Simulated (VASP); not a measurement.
Write the native input for VASP 6.6.1 that does the following.

| Item | Value |
| --- | --- |
| Task | single point |
| Functional | PBE |
| Potentials or basis | VASP PAW PBE potentials, release 64 (Na_pv, Cd, Mo_sv) |
| Cutoff | 520 eV |
| k mesh | 6 × 6 × 2 |
| Occupations | gaussian, width 0.1 eV |
| Spin | no spin polarisation |
| Dipole correction | no |
| Further INCAR settings | ALGO = Fast; EDIFF = 1e-06; NBANDS = 50 |

The structure of Na6Cd2Mo lies in POSCAR:

```
Na6Cd2Mo
1.0
    5.0835326868      0.0000000000      0.0000000000
   -2.5417663434      4.4024684478      0.0000000000
    0.0000000000      0.0000000000     12.6671597836
Na Cd Mo
6 2 1
Direct
    0.3333333333      0.6666666667      0.7683962777
    0.6666666667      0.3333333333      0.7683962777
    0.6666666667      0.3333333333      0.2316037223
    0.3333333333      0.6666666667      0.2316037223
    0.3333333333      0.6666666667      0.5000000000
    0.6666666667      0.3333333333      0.5000000000
    0.3333333333      0.6666666667      0.0000000000
    0.6666666667      0.3333333333      0.0000000000
    0.0000000000      0.0000000000      0.0000000000
```

The cell was built from a structure type or drawn by symmetry, and may not be a known phase.

The input as run:

INCAR

```
SYSTEM = Na6Cd2Mo
ALGO     = Fast           ! electronic algorithm
EDIFF    = 1E-6           ! SCF threshold, eV
ENCUT    = 520            ! plane-wave cutoff, eV
GGA      = PE             ! functional
ISIF     = 2              ! what is computed and relaxed
ISMEAR   = 0              ! smearing method
LASPH    = .True.         ! aspherical terms in the spheres
LCHARG   = .True.         ! write CHGCAR
LELF     = .True.         ! ELF
LREAL    = .False.        ! projectors in reciprocal space
LVHAR    = .True.       
LWAVE    = .False.        ! write WAVECAR
NBANDS   = 50             ! bands
NELM     = 100            ! most SCF steps
PREC     = Accurate       ! precision mode
SIGMA    = 0.1            ! smearing width, eV
```

KPOINTS

```
k-points
0
Gamma
  6 6 2
  0 0 0
```

Potentials or basis: VASP PAW PBE potentials, release 64 (Na_pv, Cd, Mo_sv).

The run is started by

```console
$ cat potpaw_PBE.64/Na_pv/POTCAR potpaw_PBE.64/Cd/POTCAR potpaw_PBE.64/Mo_sv/POTCAR > POTCAR
$ mpirun -np 1 vasp_std > vasp.out
```

Results of the run:

The pressure is 0.2 GPa. The band gap on the k mesh is zero (bands 40 and 41 overlap by 0.11 eV).

It took 2.4 min on 1 thread of Intel(R) Xeon(R) 6975P-C (Granite Rapids), with other jobs on the host, peak memory 0.49 GiB.
